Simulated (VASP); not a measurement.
# Si2Ni (Fm-3m) in VASP: further runs

Runs on Si2Ni. Level: LDA. Tasks: single point.

Program: VASP 6.6.1. These are calculated values, not measurements. Logs are shortened: lines on timing, memory, paths and dates and some standing lists are left out, and cuts for length are marked.

## 1. The cell of the first run

The structure is cubic, space group Fm-3m (No. 225). The conventional cell has a = 5.350 Å, b = 5.350 Å, c = 5.350 Å, α = 90.00°, β = 90.00°, γ = 90.00°. Within 3.1 Å of Si (site symmetry -43m) lie 4 Ni at 2.32 Å and 6 Si at 2.67 Å. Ni (site symmetry m-3m) has 8 Si at 2.32 Å within 3.1 Å.

## 2. Single point, LDA

Input file INCAR:

```
SYSTEM = Si2Ni
ALGO = Normal ; EDIFF = 1E-6
ENCUT = 520 ; GGA = CA
ISIF = 2 ; ISMEAR = -1
LASPH = .TRUE. ; LCHARG = .FALSE.
LREAL = .FALSE. ; LWAVE = .FALSE.
NBANDS = 16 ; NELM = 80
PREC = Accurate ; SIGMA = 0.1
```

Input file KPOINTS:

```
k-points
0
G
  12 12 12
  0 0 0
```

Input file POSCAR:

```
Si2Ni
1.0
    0.0000000000      2.6749462076      2.6749462076
    2.6749462076      0.0000000000      2.6749462076
    2.6749462076      2.6749462076      0.0000000000
Si Ni
2 1
Direct
    0.2500000000      0.2500000000      0.2500000000
    0.7500000000      0.7500000000      0.7500000000
    0.0000000000      0.0000000000      0.0000000000
```

Potentials or basis: VASP PAW LDA potentials, release 64 (Si, Ni).

Run with:

```sh
> cat potpaw_LDA.64/Si/POTCAR potpaw_LDA.64/Ni/POTCAR > POTCAR
> mpirun -np 1 vasp_std > vasp.out
```

OUTCAR:

```text
SYSTEM = Si2Ni
   EDIFF = 1E-6
   ENCUT = 520
   GGA = CA
   ISIF = 2
   ISMEAR = -1
   LASPH = .TRUE.
   LREAL = .FALSE.
   NELM = 80
   PREC = Accurate

 ion  position               nearest neighbor table
   1  0.250  0.250  0.250-   3 2.32   3 2.32   3 2.32   3 2.32   2 2.67   2 2.67   2 2.67   2 2.67
                             2 2.67   2 2.67
   2  0.750  0.750  0.750-   3 2.32   3 2.32   3 2.32   3 2.32   1 2.67   1 2.67   1 2.67   1 2.67
                             1 2.67   1 2.67
   3  0.000  0.000  0.000-   2 2.32   2 2.32   2 2.32   1 2.32   2 2.32   1 2.32   1 2.32   1 2.32

  LATTYP: Found a face centered cubic cell.
 ALAT       =     5.3498924152

  Lattice vectors:

 A1 = (   0.0000000000,   2.6749462076,   2.6749462076)
 A2 = (   2.6749462076,   0.0000000000,   2.6749462076)
 A3 = (   2.6749462076,   2.6749462076,   0.0000000000)

Analysis of symmetry for initial positions (statically):
=====================================================================
 Subroutine PRICEL returns:
 Original cell was already a primitive cell.

 Routine SETGRP: Setting up the symmetry group for a
 face centered cubic supercell.

 Subroutine GETGRP returns: Found 48 space group operations
 (whereof 48 operations were pure point group operations)
 out of a pool of 48 trial point group operations.

The static configuration has the point symmetry O_h .

Analysis of symmetry for dynamics (positions and initial velocities):
=====================================================================
 Subroutine PRICEL returns:
 Original cell was already a primitive cell.

 Routine SETGRP: Setting up the symmetry group for a
 face centered cubic supercell.

 Subroutine GETGRP returns: Found 48 space group operations
 (whereof 48 operations were pure point group operations)
 out of a pool of 48 trial point group operations.

The dynamic configuration has the point symmetry O_h .

 Subroutine INISYM returns: Found 48 space group operations
 (whereof 48 operations are pure point group operations),
 and found     1 'primitive' translations

----------------------------------------------------------------------------------------

                                     Primitive cell

  volume of cell :      38.2803

  direct lattice vectors                    reciprocal lattice vectors
     0.000000000  2.674946208  2.674946208    -0.186919647  0.186919647  0.186919647
     2.674946208  0.000000000  2.674946208     0.186919647 -0.186919647  0.186919647
     2.674946208  2.674946208  0.000000000     0.186919647  0.186919647 -0.186919647

  length of vectors
     3.782945205  3.782945205  3.782945205     0.323754325  0.323754325  0.323754325

  position of ions in fractional coordinates (direct lattice)
     0.250000000  0.250000000  0.250000000
     0.750000000  0.750000000  0.750000000
     0.000000000  0.000000000  0.000000000

  ion indices of the primitive-cell ions
   primitive index   ion index
                 1           1
                 2           2
                 3           3

----------------------------------------------------------------------------------------

 KPOINTS: k-points

Automatic generation of k-mesh.
 Grid dimensions read from file:
 generate k-points for:   12   12   12

 Generating k-lattice:

  Cartesian coordinates                     Fractional coordinates (reciprocal lattice)
    -0.015576637  0.015576637  0.015576637     0.083333333  0.000000000  0.000000000
     0.015576637 -0.015576637  0.015576637     0.000000000  0.083333333  0.000000000
     0.015576637  0.015576637 -0.015576637     0.000000000  0.000000000  0.083333333

  Length of vectors
     0.026979527  0.026979527  0.026979527

  Shift w.r.t. Gamma in fractional coordinates (k-lattice)
     0.000000000  0.000000000  0.000000000

 Subroutine IBZKPT returns following result:
 ===========================================

 Found     72 irreducible k-points:

 Following reciprocal coordinates:
            Coordinates               Weight
  0.000000  0.000000  0.000000      1.000000
  0.083333  0.000000  0.000000      8.000000
  0.166667  0.000000  0.000000      8.000000
  0.250000  0.000000  0.000000      8.000000
  0.333333  0.000000  0.000000      8.000000
  0.416667  0.000000  0.000000      8.000000
[... 16 lines left out ...]
  0.500000  0.166667  0.000000     24.000000
 -0.416667  0.166667  0.000000     24.000000
 [... further k-points ...]
   k-points           NKPTS =     72   k-points in BZ     NKDIM =     72   number of bands    NBANDS=     16
   number of dos      NEDOS =    301   number of ions     NIONS =      3
   total plane-waves  NPLWV =  21952
   dimension x,y,z NGX =    28 NGY =   28 NGZ =   28
   dimension x,y,z NGXF=    56 NGYF=   56 NGZF=   56
   ions per type =               2   1
   NGX,Y,Z   is equivalent  to a cutoff of  12.30, 12.30, 12.30 a.u.
   NGXF,Y,Z  is equivalent  to a cutoff of  24.61, 24.61, 24.61 a.u.
 SYSTEM =  Si2Ni
   PREC   = accura    normal or accurate (medium, high low for compatibility)
   ISTART =      0    job   : 0-new  1-cont  2-samecut
   ICHARG =      2    charge: 1-file 2-atom 10-const
   ISPIN  =      1    spin polarized calculation?
   LNONCOLLINEAR =      F non collinear calculations
   LSORBIT =      F    spin-orbit coupling
   LASPH  =      T    aspherical Exc in radial PAW
   ENCUT  =  520.0 eV  38.22 Ry    6.18 a.u.   7.03  7.03  7.03*2*pi/ulx,y,z
   NELM   =     80;   NELMIN=  2; NELMDL= -5     # of ELM steps
   EDIFF  = 0.1E-05   stopping-criterion for ELM
   LREAL  =      F    real-space projection
   EDIFFG = 0.1E-04   stopping-criterion for IOM
   NSW    =      0    number of steps for IOM
   IBRION =     -1    ionic relax: 0-MD 1-quasi-New 2-CG
   NFREE  =      0    steps in history (QN), initial steepest desc. (CG)
   ISIF   =      2    stress and relaxation
   ISYM   =      2    0-nonsym 1-usesym 2-fastsym
   POTIM  = 0.5000    time-step for ionic-motion
   TEBEG  =    0.0;   TEEND  =   0.0 temperature during run
   PSTRESS=    0.0 pullay stress
   NELECT =      18.0000    total number of electrons
   NUPDOWN=      -1.0000    fix difference up-down
   EMIN   =  10.00;   EMAX   =-10.00  energy-range for DOS
   EFERMI =   0.00;   METHOD = LEGACY
   ISMEAR =    -1;   SIGMA  =   0.10  broadening in eV -4-tet -1-fermi 0-gaus
   EFERMI_NEDOS =   21; number of points for ismear=-14 and -15
   IALGO  =     38    algorithm
   IMIX   =      4    mixing-type and parameters
     AMIX     =   0.40;   BMIX     =  1.00
     AMIX_MAG =   1.60;   BMIX_MAG =  1.00
  volume/ion in A,a.u.               =      12.76        86.11
  Fermi-wavevector in a.u.,A,eV,Ry     =   1.273036  2.405689 22.049875  1.620620
  Thomas-Fermi vector in A             =   2.405881
   LORBIT       =      0    0 simple, 1 ext, 2 COOP (PROOUT), +10 PAW based schemes
   GGA     = CA    functional components
   LHFCALC =     F    Hartree Fock is set to
   AEXX    =    0.0000 exact exchange contribution
   IVDW    =     0    specifies the selected vdW correction
   LEPSILON=     F    determine dielectric tensor
   LRPA    =     F    only Hartree local field effects (RPA)
 non-spin polarized calculation
  energy-cutoff  :      520.00
  volume of cell :       38.28
 maximum number of plane-waves:      1056
   NGX = 13   NGY = 13   NGZ = 13

 number of electron      17.9999990 magnetization

 Free energy of the ion-electron system (eV)
  ---------------------------------------------------
  ext. energy  EPLUGINS =         0.00000000
  ---------------------------------------------------
  free energy    TOTEN  =       -19.91219842 eV

  energy without entropy =      -19.88331394  energy(sigma->0) =      -19.89775618

 E-fermi :  10.8149     XC(G=0): -11.9006

 val. band max:       10.7987276509   @ k =  -0.4167   0.4167   0.0000
 cond. band min:      10.8237368838   @ k =  -0.2500   0.0833   0.0000
 fundamental gap:      0.0250092329
 Fermi energy:        10.8149148597

 k-point     1 :       0.0000    0.0000    0.0000
  band No.  band energies     occupation
      1      -3.2807      2.00000
      2       5.3822      2.00000
      3       5.3822      2.00000
      4       5.3822      2.00000
      5       7.1107      2.00000
      6       7.1107      2.00000
[... 8 lines left out ...]
     15      15.5819      0.00000
     16      15.5819      0.00000

 k-point     2 :       0.0833    0.0000    0.0000
  band No.  band energies     occupation
      1      -3.1754      2.00000
      2       5.1848      2.00000
      3       5.4158      2.00000
      4       5.4158      2.00000
      5       7.0909      2.00000
      6       7.0909      2.00000
[... 8 lines left out ...]
     15      15.1865      0.00000
     16      15.3892      0.00000

 k-point     3 :       0.1667    0.0000    0.0000
  band No.  band energies     occupation
      1      -2.8614      2.00000
      2       4.6235      2.00000
      3       5.5075      2.00000
      4       5.5075      2.00000
      5       7.0486      2.00000
      6       7.0486      2.00000
[... 8 lines left out ...]
     15      15.2550      0.00000
     16      15.8177      0.00000

 k-point     4 :       0.2500    0.0000    0.0000
  band No.  band energies     occupation
      1      -2.3445      2.00000
      2       3.7574      2.00000
      3       5.6284      2.00000
      4       5.6284      2.00000
      5       7.0304      2.00000
      6       7.0304      2.00000
[... 8 lines left out ...]
     15      16.3013      0.00000
     16      17.0577      0.00000

 k-point     5 :       0.3333    0.0000    0.0000
  band No.  band energies     occupation
      1      -1.6364      2.00000
      2       2.6753      2.00000
      3       5.7330      2.00000
      4       5.7330      2.00000
      5       7.0883      2.00000
      6       7.0883      2.00000
[... 8 lines left out ...]
     15      17.6385      0.00000
     16      18.3505      0.00000

 k-point     6 :       0.4167    0.0000    0.0000
  band No.  band energies     occupation
      1      -0.7634      2.00000
      2       1.5161      2.00000
      3       5.7903      2.00000
      4       5.7903      2.00000
      5       7.0359      2.00000
      6       7.2168      2.00000
[... 8 lines left out ...]
     15      19.0962      0.00000
     16      19.7681      0.00000

 k-point     7 :       0.5000    0.0000    0.0000
  band No.  band energies     occupation
      1       0.0174      2.00000
      2       0.6291      2.00000
      3       5.8059      2.00000
      4       5.8059      2.00000
      5       6.9018      2.00000
      6       7.2945      2.00000
[... 8 lines left out ...]
     15      20.1013      0.00000
     16      20.9055      0.00000

 k-point     8 :       0.0833    0.0833    0.0000
  band No.  band energies     occupation
      1      -3.1404      2.00000
      2       5.1888      2.00000
      3       5.3976      2.00000
      4       5.3976      2.00000
      5       7.0241      2.00000
      6       7.1381      2.00000
[... 8 lines left out ...]
     15      15.7609      0.00000
     16      15.7609      0.00000

 k-point     9 :       0.1667    0.0833    0.0000
  band No.  band energies     occupation
      1      -2.8959      2.00000
      2       4.7973      2.00000
      3       5.4444      2.00000
      4       5.4780      2.00000
      5       6.9227      2.00000
      6       7.1509      2.00000
[... 8 lines left out ...]
     15      15.8649      0.00000
     16      16.0106      0.00000
[... 172 lines left out ...]
 k-point    19 :       0.1667    0.1667    0.0000
  band No.  band energies     occupation
      1      -2.7217      2.00000
      2       4.7243      2.00000
      3       5.4511      2.00000
      4       5.4511      2.00000
      5       6.7382      2.00000
      6       7.2135      2.00000
[... 8 lines left out ...]
     15      16.6789      0.00000
     16      16.6789      0.00000

 k-point    20 :       0.2500    0.1667    0.0000
  band No.  band energies     occupation
      1      -2.3421      2.00000
      2       4.2733      2.00000
      3       5.5171      2.00000
      4       5.5368      2.00000
      5       6.5331      2.00000
      6       7.2539      2.00000
[... 8 lines left out ...]
     15      17.6960      0.00000
     16      17.8157      0.00000

 k-point    21 :       0.3333    0.1667    0.0000
  band No.  band energies     occupation
      1      -1.7651      2.00000
      2       3.5046      2.00000
      3       5.6017      2.00000
      4       5.6224      2.00000
      5       6.3980      2.00000
      6       7.2988      2.00000
[... 8 lines left out ...]
     15      18.9422      0.00000
     16      19.2067      0.00000

 k-point    22 :       0.4167    0.1667    0.0000
  band No.  band energies     occupation
      1      -1.0059      2.00000
      2       2.5025      2.00000
      3       5.5327      2.00000
      4       5.7434      2.00000
      5       6.3589      2.00000
      6       7.1633      2.00000
[... 8 lines left out ...]
     15      20.2364      0.00000
     16      20.6482      0.00000

 k-point    23 :       0.5000    0.1667    0.0000
  band No.  band energies     occupation
      1      -0.1032      2.00000
      2       1.4157      2.00000
      3       5.3562      2.00000
      4       5.8637      2.00000
      5       6.3200      2.00000
      6       7.1219      2.00000
[... 8 lines left out ...]
     15      20.3636      0.00000
     16      20.9200      0.00000

 k-point    24 :      -0.4167    0.1667    0.0000
  band No.  band energies     occupation
      1       0.2012      2.00000
      2       1.0747      2.00000
      3       5.1724      2.00000
      4       5.9762      2.00000
      5       6.4225      2.00000
      6       7.0407      2.00000
[... 8 lines left out ...]
     15      18.9158      0.00000
     16      19.3193      0.00000

 [... further k-points ...]
[... 5 lines left out ...]
  --------------------------------------------------------------------------------------
  -------------------------------------------------------------------------------------
  Total        0.0255169      0.0255169      0.0255169      0.0000000      0.0000000      0.0000000
  in kB        1.0679792      1.0679792      1.0679792      0.0000000      0.0000000      0.0000000
  external PRESSURE =       1.0679792 kB  Pullay stress =       0.0000000 kB

 VOLUME and BASIS-vectors are now :
 -----------------------------------------------------------------------------
  energy-cutoff  :      520.00
  volume of cell :       38.28
      direct lattice vectors                 reciprocal lattice vectors
     0.000000000  2.674946208  2.674946208    -0.186919647  0.186919647  0.186919647
     2.674946208  0.000000000  2.674946208     0.186919647 -0.186919647  0.186919647
     2.674946208  2.674946208  0.000000000     0.186919647  0.186919647 -0.186919647

 POSITION                                       TOTAL-FORCE (eV/Angst)
 -----------------------------------------------------------------------------------
      1.33747      1.33747      1.33747        -0.000000      0.000000     -0.000000
      4.01242      4.01242      4.01242        -0.000000     -0.000000      0.000000
      0.00000      0.00000      0.00000         0.000000      0.000000      0.000000
 -----------------------------------------------------------------------------------
    total drift:                               -0.000000     -0.000000      0.000000

  FREE ENERGIE OF THE ION-ELECTRON SYSTEM (eV)
  ---------------------------------------------------
  free  energy   TOTEN  =       -19.9121984239 eV

  energy  without entropy=      -19.8833139447  energy(sigma->0) =      -19.89775618
```

It took 40 s on 1 thread of AMD EPYC 7R13 (Zen 3), shared host; peak memory 0.14 GiB.

What came out:

- Free energy: -19.9122 eV
- Pressure: 0.1 GPa
- Band gap on the k mesh: zero (band 9 reaches 12.57 eV, above the bottom of band 10 at 10.41 eV)

## 3. Single point, LDA

Input file INCAR:

```
SYSTEM = Si2Ni
PREC = Accurate
ENCUT = 520
EDIFF = 1E-6
ISMEAR = -1
SIGMA = 0.1
LREAL = .FALSE.
LASPH = .TRUE.
NELM = 80
ALGO = Normal
ISIF = 2
LWAVE = .FALSE.
LCHARG = .FALSE.
NBANDS = 16
```

Input file KPOINTS:

```
regular mesh
0
G
  12 12 12
  0 0 0
```

POSCAR is that of step 2.

Potentials or basis: VASP PAW LDA potentials, release 64 (Si, Ni).

Run with:

```sh
> cat potpaw_LDA.64/Si/POTCAR potpaw_LDA.64/Ni/POTCAR > POTCAR
> mpirun -np 1 vasp_std > vasp.out
```

Run time: 40 s. Hardware: 1 thread of AMD EPYC 7R13 (Zen 3), shared host; peak memory 0.14 GiB.

Results (log left out):

| Property | Result |
| --- | --- |
| Free energy | -19.9122 eV |
| Pressure | 0.1 GPa |
| Band gap on the k mesh | zero (band 9 reaches 12.57 eV, above the bottom of band 10 at 10.41 eV) |

Levels at points of the mesh, in eV from the Fermi level:
| k point | band 7 | band 8 | band 9 | band 10 | band 11 | band 12 |
| --- | --- | --- | --- | --- | --- | --- |
| (0.00, 0.00, 0.00) | -0.12 | 1.76 | 1.76 | 1.76 | 2.25 | 2.25 |
| (0.50, 0.00, 0.00) | -3.52 | -1.49 | -1.49 | 1.79 | 1.84 | 1.84 |
| (0.50, 0.50, 0.00) | -3.82 | -3.61 | -3.28 | -0.41 | 1.33 | 7.79 |
